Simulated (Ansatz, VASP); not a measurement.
## Ru5Rh: VASP beside Ansatz

Contents of INCAR:

```
  PREC = Accurate
  ENCUT = 520
  EDIFF = 1E-6
  ISMEAR = -1
  SIGMA = 0.1
  LREAL = False
  LASPH = True
  NELM = 60
  ALGO = Normal
  ISIF = 2
  LWAVE = False
  LCHARG = False
  LDIPOL = True
  IDIPOL = 3
  DIPOL = 0.5 0.5 0.500
  NBANDS = 52
```

The input KPOINTS:

```
Automatic mesh
0
Gamma
  14 9 1
```

The input POSCAR:

```
Ru5Rh
1.0
    2.6752164044      0.0000000000      0.0000000000
    0.0000000000      4.2244496844      0.0000000000
    0.0000000000      0.0000000000     21.4059000000
Rh Ru
1 5
Direct
    0.7500000000      0.7500000000      0.3798228800
    0.2500000000      0.2500000000      0.4094009660
    0.2500000000      0.7500000000      0.4830483120
    0.7500000000      0.2500000000      0.5169516878
    0.7500000000      0.7500000000      0.5905990341
    0.2500000000      0.2500000000      0.6201771202
```

Input for Ansatz:

```yaml
crystal:
  lattice:
    - [2.6752164044, 0.0, 0.0]
    - [0.0, 4.2244496844, 0.0]
    - [0.0, 0.0, 21.4059]
  atoms:
    - { symbol: Rh, position: [0.75, 0.75, 0.37982288] }
    - { symbol: Ru, position: [0.25, 0.25, 0.409400966] }
    - { symbol: Ru, position: [0.25, 0.75, 0.483048312] }
    - { symbol: Ru, position: [0.75, 0.25, 0.5169516878] }
    - { symbol: Ru, position: [0.75, 0.75, 0.5905990341] }
    - { symbol: Ru, position: [0.25, 0.25, 0.6201771202] }
kpoints:
  mp_grid: { grid: [14, 9, 1] }
scf:
  occupations: { method: fermi_dirac, width: 0.1 }
hamiltonian:
  xc: lda
  pseudopotentials: { kind: all_electron, lapw: { basis_error: 0.001 } }
output:
  forces: true
  stress: true
  eigenvalues: true
efield:
  axis: 3
  amplitude: 0
  dipole_correction: true
```

Alike in both runs: task single point; functional LDA; k mesh 14 × 9 × 1; occupations fermi-dirac, width 0.1 eV; no spin polarisation.

|  | VASP | Ansatz |
| --- | --- | --- |
| version | VASP 6.6.1 | Ansatz 0.2.0 |
| potentials or method | VASP PAW LDA potentials, release 64 (Rh_pv, Ru_pv), cutoff 520 eV | all-electron LAPW, scalar-relativistic |

```csv
,VASP,Ansatz,Ansatz less VASP
rms of the force components (eV/Å),0.155,0.153,-0.0016
```

LDA's correlation is that of Perdew and Zunger in VASP and of Perdew and Wang (1992) in Ansatz. Atom by atom the forces differ by 0.021 eV/Å (rms over components). Ansatz ran all-electron here, and VASP with PAW potentials.
